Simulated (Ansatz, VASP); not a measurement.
Si: VASP beside Ansatz

INCAR

```
ALGO = Normal ; DIPOL = 0.5 0.5 0.500
EDIFF = 1E-6 ; ENCUT = 400
GGA_COMPAT = F ; IDIPOL = 3
ISIF = 2 ; ISMEAR = 0
LASPH = T ; LCHARG = F
LDIPOL = T ; LREAL = F
LWAVE = F ; NBANDS = 11
NELM = 120 ; NELMDL = -8
PREC = Accurate ; SIGMA = 0.1
```

Contents of KPOINTS:

```
k-points
0
Gamma
  6 6 1
```

Contents of POSCAR:

```
Si
1.0
    3.7674649302      0.0000000000      0.0000000000
   -1.8837324651      3.2627203374      0.0000000000
    0.0000000000      0.0000000000     28.0000000000
Si
2
Direct
    0.3333333333      0.6666666667      0.5079285714
    0.6666666667      0.3333333333      0.4920714286
```

Input for Ansatz:

```yaml
crystal:
  lattice:
    - [3.7674649302, 0.0, 0.0]
    - [-1.8837324651, 3.2627203374, 0.0]
    - [0.0, 0.0, 28.0]
  atoms:
    - { symbol: Si, position: [0.3333333333, 0.6666666667, 0.5079285714] }
    - { symbol: Si, position: [0.6666666667, 0.3333333333, 0.4920714286] }
  periodic: [true, true, false]
basis:
  ecutwfc: 420
kpoints:
  mp_grid: { grid: [6, 6, 1] }
hamiltonian:
  xc: lda
  pseudopotentials: { kind: paw, azcp: { folder: soft_1 } }
scf:
  occupations: { method: gaussian, width: 0.1 }
output:
  forces: true
  stress: true
  eigenvalues: true
```

Alike in both runs: task single point; functional LDA; k mesh 6 × 6 × 1; occupations gaussian, width 0.1 eV; no spin polarisation.

|  | VASP | Ansatz |
| --- | --- | --- |
| version | VASP 6.6.1 | Ansatz 0.2.0 |
| potentials or method | VASP PAW LDA potentials, release 64 (Si), cutoff 400 eV | scalar-relativistic, plane waves, PAW |
| valence electrons in the cell | 8 | 8 |

```csv
,VASP,Ansatz,Ansatz less VASP
gap on the k mesh at the Fermi level (eV),none,none,-
rms of the force components (eV/Å),0.072,0.072,+0.0001
```

Ansatz warns that its potentials were made for another functional, while VASP's fit it. LDA's correlation is that of Perdew and Zunger in VASP and of Perdew and Wang (1992) in Ansatz. Atom by atom the forces differ by 0.000 eV/Å (rms over components). A gap of «none» marks a metal or a gap that the smearing closes.
